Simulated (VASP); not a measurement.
# RuC2 (P1) in VASP: single point with PBE

Aim: the single point of RuC2 with PBE.

Program: VASP 6.6.1. These are calculated values, not measurements. Logs are shortened: lines on timing, memory, paths and dates and some standing lists are left out, and cuts for length are marked.

## (1) The cell of the first run

The typed cell holds 6 atoms: a = 2.487 Å, b = 2.488 Å, c = 18.109 Å, α = 89.73°, β = 88.78°, γ = 120.00°.

## (2) Single point, PBE

INCAR reads:

```
SYSTEM = RuC2
PREC = Accurate
ENCUT = 520
EDIFF = 1E-6
ISMEAR = 0
SIGMA = 0.1
LREAL = .False.
LASPH = .True.
NELM = 100
ALGO = Normal
ISIF = 2
LWAVE = .False.
LCHARG = .True.
GGA = PE
LELF = .True.
LVHAR = .True.
NBANDS = 31
```

KPOINTS reads:

```
regular mesh
0
Gamma
  12 12 2
  0 0 0
```

POSCAR reads:

```
RuC2
1.0
    2.4873134695     -0.0001105365      0.0262529841
   -1.2437717465      2.1545103445      0.0059178988
    0.1929184658      0.1585498353     18.1070428247
Ru C
2 4
Direct
    0.0094899284      0.0625109525      0.0012684735
    0.1918920542      0.0847452262      0.4993328937
    0.2708706514      0.5669223848      0.2505064248
    0.2950898487      0.6927452535      0.7491916538
    0.6042217768      0.2336360014      0.2505080881
    0.6284357406      0.3594401817      0.7491924661
```

Potentials or basis: VASP PAW PBE potentials, release 64 (Ru_pv, C).

Run with:

```sh
$ cat potpaw_PBE.64/Ru_pv/POTCAR potpaw_PBE.64/C/POTCAR > POTCAR
$ mpirun -np 1 vasp_std > vasp.out
```

OUTCAR:

```text
SYSTEM = RuC2
   PREC = Accurate
   ENCUT = 520
   EDIFF = 1E-6
   ISMEAR = 0
   LREAL = .False.
   LASPH = .True.
   NELM = 100
   ISIF = 2
   GGA = PE

 ion  position               nearest neighbor table
   1  0.009  0.063  0.001-
   2  0.192  0.085  0.499-
   3  0.271  0.567  0.251-   5 1.44   5 1.44   5 1.44
   4  0.295  0.693  0.749-   6 1.44   6 1.44   6 1.44
   5  0.604  0.234  0.251-   3 1.44   3 1.44   3 1.44
   6  0.628  0.359  0.749-   4 1.44   4 1.44   4 1.44

  LATTYP: Found a triclinic cell.
 ALAT       =     2.4877438605
 B/A-ratio  =     0.9998826867
 C/A-ratio  =     7.5120250657
 COS(alpha) =     0.0205471990
 COS(beta)  =     0.2247331481
 COS(gamma) =     0.4999374255

  Lattice vectors:

 A1 = (  -1.2435417230,  -2.1543998080,  -0.0321708829)
 A2 = (  -2.4873134695,   0.0001105365,  -0.0262529841)
 A3 = (  -0.1926884423,  -4.4674599878, -18.1451316064)

Analysis of symmetry for initial positions (statically):
=====================================================================
 Subroutine PRICEL returns:
 Original cell was already a primitive cell.

 Routine SETGRP: Setting up the symmetry group for a
 triclinic supercell.

 Subroutine GETGRP returns: Found  1 space group operations
 (whereof  1 operations were pure point group operations)
 out of a pool of  2 trial point group operations.

The static configuration has the point symmetry C_1 .

Analysis of symmetry for dynamics (positions and initial velocities):
=====================================================================
 Subroutine PRICEL returns:
 Original cell was already a primitive cell.

 Routine SETGRP: Setting up the symmetry group for a
 triclinic supercell.

 Subroutine GETGRP returns: Found  1 space group operations
 (whereof  1 operations were pure point group operations)
 out of a pool of  2 trial point group operations.

The dynamic configuration has the point symmetry C_1 .

 Subroutine INISYM returns: Found  1 space group operations
 (whereof  1 operations are pure point group operations),
 and found     1 'primitive' translations

----------------------------------------------------------------------------------------

                                     Primitive cell

  volume of cell :      97.0137

  direct lattice vectors                    reciprocal lattice vectors
     2.487313470 -0.000110536  0.026252984     0.402117190  0.232154552 -0.006317094
    -1.243771746  2.154510344  0.005917899     0.000063536  0.464190430 -0.004065245
     0.192918466  0.158549835 18.107042825    -0.000583041 -0.000488306  0.055237617

  length of vectors
     2.487452015  2.487753606 18.108764603     0.464363948  0.464208235  0.055242852

  position of ions in fractional coordinates (direct lattice)
     0.009489928  0.062510952  0.001268473
     0.191892054  0.084745226  0.499332894
     0.270870651  0.566922385  0.250506425
     0.295089849  0.692745254  0.749191654
     0.604221777  0.233636001  0.250508088
     0.628435741  0.359440182  0.749192466

  ion indices of the primitive-cell ions
   primitive index   ion index
                 1           1
                 2           2
                 3           3
                 4           4
                 5           5
                 6           6

----------------------------------------------------------------------------------------

 KPOINTS: regular mesh

Automatic generation of k-mesh.
 Grid dimensions read from file:
 generate k-points for:   12   12    2

 Generating k-lattice:

  Cartesian coordinates                     Fractional coordinates (reciprocal lattice)
     0.033509766  0.019346213 -0.000526425     0.083333333  0.000000000 -0.000000000
     0.000005295  0.038682536 -0.000338770     0.000000000  0.083333333  0.000000000
    -0.000291521 -0.000244153  0.027618809    -0.000000000  0.000000000  0.500000000

  Length of vectors
     0.038696996  0.038684020  0.027621426

  Shift w.r.t. Gamma in fractional coordinates (k-lattice)
     0.000000000  0.000000000  0.000000000

 Subroutine IBZKPT returns following result:
 ===========================================

 Found    148 irreducible k-points:

 Following reciprocal coordinates:
            Coordinates               Weight
  0.000000  0.000000  0.000000      1.000000
  0.083333  0.000000  0.000000      2.000000
  0.166667 -0.000000  0.000000      2.000000
  0.250000  0.000000  0.000000      2.000000
  0.333333  0.000000  0.000000      2.000000
  0.416667  0.000000  0.000000      2.000000
[... 16 lines left out ...]
  0.250000  0.166667  0.000000      2.000000
  0.333333  0.166667 -0.000000      2.000000
 [... further k-points ...]
   k-points           NKPTS =    148   k-points in BZ     NKDIM =    148   number of bands    NBANDS=     31
   number of dos      NEDOS =    301   number of ions     NIONS =      6
   total plane-waves  NPLWV =  56000
   dimension x,y,z NGX =    20 NGY =   20 NGZ =  140
   dimension x,y,z NGXF=    40 NGYF=   40 NGZF=  280
   ions per type =               2   4
   NGX,Y,Z   is equivalent  to a cutoff of  13.37, 13.37, 12.85 a.u.
   NGXF,Y,Z  is equivalent  to a cutoff of  26.73, 26.73, 25.71 a.u.
 SYSTEM =  RuC2
   PREC   = accura    normal or accurate (medium, high low for compatibility)
   ISTART =      0    job   : 0-new  1-cont  2-samecut
   ICHARG =      2    charge: 1-file 2-atom 10-const
   ISPIN  =      1    spin polarized calculation?
   LNONCOLLINEAR =      F non collinear calculations
   LSORBIT =      F    spin-orbit coupling
   LASPH  =      T    aspherical Exc in radial PAW
   ENCUT  =  520.0 eV  38.22 Ry    6.18 a.u.   4.63  4.63 33.67*2*pi/ulx,y,z
   NELM   =    100;   NELMIN=  2; NELMDL= -5     # of ELM steps
   EDIFF  = 0.1E-05   stopping-criterion for ELM
   LREAL  =      F    real-space projection
   EDIFFG = 0.1E-04   stopping-criterion for IOM
   NSW    =      0    number of steps for IOM
   IBRION =     -1    ionic relax: 0-MD 1-quasi-New 2-CG
   NFREE  =      0    steps in history (QN), initial steepest desc. (CG)
   ISIF   =      2    stress and relaxation
   ISYM   =      2    0-nonsym 1-usesym 2-fastsym
   POTIM  = 0.5000    time-step for ionic-motion
   TEBEG  =    0.0;   TEEND  =   0.0 temperature during run
   PSTRESS=    0.0 pullay stress
   NELECT =      44.0000    total number of electrons
   NUPDOWN=      -1.0000    fix difference up-down
   EMIN   =  10.00;   EMAX   =-10.00  energy-range for DOS
   EFERMI =   0.00;   METHOD = LEGACY
   ISMEAR =     0;   SIGMA  =   0.10  broadening in eV -4-tet -1-fermi 0-gaus
   EFERMI_NEDOS =   21; number of points for ismear=-14 and -15
   IALGO  =     38    algorithm
   IMIX   =      4    mixing-type and parameters
     AMIX     =   0.40;   BMIX     =  1.00
     AMIX_MAG =   1.60;   BMIX_MAG =  1.00
  volume/ion in A,a.u.               =      16.17       109.11
  Fermi-wavevector in a.u.,A,eV,Ry     =   1.257809  2.376914 21.525554  1.582084
  Thomas-Fermi vector in A             =   2.391450
   LORBIT       =      0    0 simple, 1 ext, 2 COOP (PROOUT), +10 PAW based schemes
   GGA     = PE    functional components
   LHFCALC =     F    Hartree Fock is set to
   AEXX    =    0.0000 exact exchange contribution
   IVDW    =     0    specifies the selected vdW correction
   LEPSILON=     F    determine dielectric tensor
   LRPA    =     F    only Hartree local field effects (RPA)
 non-spin polarized calculation
 Gauss-broadening in eV      SIGMA  =   0.10
  energy-cutoff  :      520.00
  volume of cell :       97.01
 maximum number of plane-waves:      2641
   NGX =  9   NGY =  9   NGZ = 67

 number of electron      44.0000000 magnetization

 Free energy of the ion-electron system (eV)
  ---------------------------------------------------
  ext. energy  EPLUGINS =         0.00000000
  ---------------------------------------------------
  free energy    TOTEN  =       -50.80840275 eV

  energy without entropy =      -50.77007219  energy(sigma->0) =      -50.78923747

 E-fermi :   3.2834     XC(G=0):  -9.1847

 val. band max:        3.2829296893   @ k =   0.5000   0.0000   0.0000
 cond. band min:       3.2838537662   @ k =   0.5000   0.0000   0.5000
 fundamental gap:      0.0009240769
 Fermi energy:         3.2834256788

 k-point     1 :       0.0000    0.0000    0.0000
  band No.  band energies     occupation
      1     -39.4193      2.00000
      2     -39.4185      2.00000
      3     -38.7806      2.00000
      4     -38.7804      2.00000
      5     -38.7801      2.00000
      6     -38.7801      2.00000
[... 23 lines left out ...]
     30      10.1204      0.00000
     31      10.8124      0.00000

 k-point     2 :       0.0833    0.0000    0.0000
  band No.  band energies     occupation
      1     -39.4030      2.00000
      2     -39.4023      2.00000
      3     -38.8947      2.00000
      4     -38.8941      2.00000
      5     -38.8062      2.00000
      6     -38.8059      2.00000
[... 23 lines left out ...]
     30      10.4880      0.00000
     31      10.9889      0.00000

 k-point     3 :       0.1667   -0.0000    0.0000
  band No.  band energies     occupation
      1     -39.3584      2.00000
      2     -39.3576      2.00000
      3     -39.2006      2.00000
      4     -39.2000      2.00000
      5     -38.8761      2.00000
      6     -38.8758      2.00000
[... 23 lines left out ...]
     30      11.3296      0.00000
     31      11.5583      0.00000

 k-point     4 :       0.2500    0.0000    0.0000
  band No.  band energies     occupation
      1     -39.6059      2.00000
      2     -39.6054      2.00000
      3     -39.2969      2.00000
      4     -39.2961      2.00000
      5     -38.9704      2.00000
      6     -38.9701      2.00000
[... 23 lines left out ...]
     30      10.8126      0.00000
     31      10.8435      0.00000

 k-point     5 :       0.3333    0.0000    0.0000
  band No.  band energies     occupation
      1     -39.9981      2.00000
      2     -39.9976      2.00000
      3     -39.2349      2.00000
      4     -39.2342      2.00000
      5     -39.0635      2.00000
      6     -39.0632      2.00000
[... 23 lines left out ...]
     30       9.5240      0.00000
     31      11.1608      0.00000
[... 542 lines left out ...]
     30      11.6204      0.00000
     31      11.6457      0.00000

 k-point    22 :       0.1667    0.1667    0.0000
  band No.  band energies     occupation
      1     -39.7258      2.00000
      2     -39.7253      2.00000
      3     -39.2661      2.00000
      4     -39.2653      2.00000
      5     -39.1010      2.00000
      6     -39.1006      2.00000
[... 23 lines left out ...]
     30       9.9836      0.00000
     31      11.0287      0.00000

 k-point    23 :       0.2500    0.1667    0.0000
  band No.  band energies     occupation
      1     -39.9932      2.00000
      2     -39.9926      2.00000
      3     -39.2576      2.00000
      4     -39.2573      2.00000
      5     -39.2123      2.00000
      6     -39.2115      2.00000
[... 23 lines left out ...]
     30      10.2883      0.00000
     31      12.4125      0.00000

 k-point    24 :       0.3333    0.1667   -0.0000
  band No.  band energies     occupation
      1     -40.1811      2.00000
      2     -40.1806      2.00000
      3     -39.3759      2.00000
      4     -39.3756      2.00000
      5     -39.1726      2.00000
      6     -39.1718      2.00000
[... 23 lines left out ...]
     30      11.9813      0.00000
     31      13.4555      0.00000

 [... further k-points ...]
[... 5 lines left out ...]
  --------------------------------------------------------------------------------------
  -------------------------------------------------------------------------------------
  Total        0.2078226      0.1764066     -0.0470220     -0.0028237      0.0026567      0.0038565
  in kB        3.4321826      2.9133477     -0.7765659     -0.0466334      0.0438756      0.0636907
  external PRESSURE =       1.8563215 kB  Pullay stress =       0.0000000 kB

 VOLUME and BASIS-vectors are now :
 -----------------------------------------------------------------------------
  energy-cutoff  :      520.00
  volume of cell :       97.01
      direct lattice vectors                 reciprocal lattice vectors
     2.487313470 -0.000110536  0.026252984     0.402117190  0.232154552 -0.006317094
    -1.243771746  2.154510344  0.005917899     0.000063536  0.464190430 -0.004065245
     0.192918466  0.158549835 18.107042825    -0.000583041 -0.000488306  0.055237617

 POSITION                                       TOTAL-FORCE (eV/Angst)
 -----------------------------------------------------------------------------------
     -0.05390      0.13488      0.02359        -0.000035      0.000413     -0.000913
      0.46822      0.26173      9.04698         0.000660      0.000253     -0.000039
      0.01695      1.26113      4.54640        -0.000620      0.006655      0.000472
      0.01690      1.61128     13.57749        -0.000348      0.004870      0.000555
      1.26063      0.54302      4.55321         0.000466     -0.007198     -0.000020
      1.26059      0.89313     13.58429        -0.000123     -0.004993     -0.000055
 -----------------------------------------------------------------------------------
    total drift:                               -0.000060     -0.000031     -0.000031

  FREE ENERGIE OF THE ION-ELECTRON SYSTEM (eV)
  ---------------------------------------------------
  free  energy   TOTEN  =       -50.8084027499 eV

  energy  without entropy=      -50.7700721904  energy(sigma->0) =      -50.78923747
```

Run time: 9.3 min. Hardware: 1 thread of Intel Xeon 6975P-C, shared host; peak memory 0.48 GiB.

What came out:

| Property | Result |
| --- | --- |
| Free energy | -50.8084 eV |
| Pressure | 0.2 GPa |
| Largest force | 0.007 eV/Å |
| Band gap on the k mesh | zero (band 22 reaches 3.82 eV, above the bottom of band 23 at 2.15 eV) |

Forces on the atoms (eV/Å):
```
Ru   0.000  0.000 -0.001
Ru   0.001  0.000  0.000
C   -0.001  0.007  0.000
C    0.000  0.005  0.001
C    0.000 -0.007  0.000
C    0.000 -0.005  0.000
```

Levels at points of the mesh, in eV from the Fermi level:
| k point | band 18 | band 19 | band 20 | band 21 | band 22 | band 23 | band 24 | band 25 | band 26 | band 27 |
| --- | --- | --- | --- | --- | --- | --- | --- | --- | --- | --- |
| (0.00, 0.00, 0.00) | -2.39 | -2.22 | -2.22 | -2.21 | -2.21 | 0.66 | 0.93 | 1.34 | 1.34 | 1.34 |
| (0.50, 0.00, 0.00) | -1.81 | 0.00 | 0.00 | 0.29 | 0.29 | 2.16 | 2.17 | 3.31 | 3.31 | 4.17 |
| (0.00, 0.50, 0.00) | -1.82 | 0.00 | 0.00 | 0.29 | 0.29 | 2.15 | 2.17 | 3.31 | 3.31 | 4.16 |
| (0.50, 0.50, 0.00) | -1.81 | 0.00 | 0.00 | 0.29 | 0.29 | 2.15 | 2.17 | 3.31 | 3.31 | 4.17 |
| (0.00, 0.00, 0.50) | -2.43 | -2.22 | -2.22 | -2.21 | -2.21 | 0.79 | 0.80 | 1.34 | 1.34 | 1.34 |
| (0.50, 0.00, 0.50) | -1.82 | 0.00 | 0.00 | 0.29 | 0.29 | 2.16 | 2.17 | 3.31 | 3.31 | 4.17 |
| (0.00, 0.50, 0.50) | -1.82 | 0.00 | 0.00 | 0.29 | 0.29 | 2.16 | 2.17 | 3.31 | 3.31 | 4.17 |
| (0.50, 0.50, 0.50) | -1.81 | 0.00 | 0.00 | 0.29 | 0.29 | 2.16 | 2.16 | 3.31 | 3.31 | 4.17 |
